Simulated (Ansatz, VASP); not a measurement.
## Two plane-wave programs on SiC

```
CELL_PARAMETERS angstrom
0.00000 2.17400 2.08704
2.17400 0.00000 2.08704
2.17400 2.17400 0.00000
ATOMIC_POSITIONS crystal
Si 0.00000 0.00000 0.00000
C 0.75000 0.75000 0.75000
```

Change from the starting cell: strain +0.000 along x and y, -0.040 along z, atoms carried along.

Alike in both runs: task single point; functional r2SCAN; k mesh 12 × 12 × 12; occupations gaussian, width 0.05 eV; no spin polarisation.

|  | VASP | Ansatz |
| --- | --- | --- |
| version | VASP 6.6.1 | Ansatz 0.2.0 |
| potentials or method | VASP PAW PBE potentials, release 64 (Si, C), cutoff 520 eV | scalar-relativistic, plane waves, PAW |
| valence electrons in the cell | 8 | 8 |

VASP gave:

- gap on the k mesh at the Fermi level (eV): 1.25
- least direct gap on the mesh (eV): 5.07
- pressure (GPa): 11.2
- traceless stress, the component that is largest in VASP (GPa): 7.04

**Question.** Estimate Ansatz's values.

**Answer.** gap on the k mesh at the Fermi level (eV): 1.24; least direct gap on the mesh (eV): 5.06; pressure (GPa): 11.4; traceless stress, the component that is largest in VASP (GPa): 7.00.

VASP's potentials were made for PBE, not for r2SCAN.
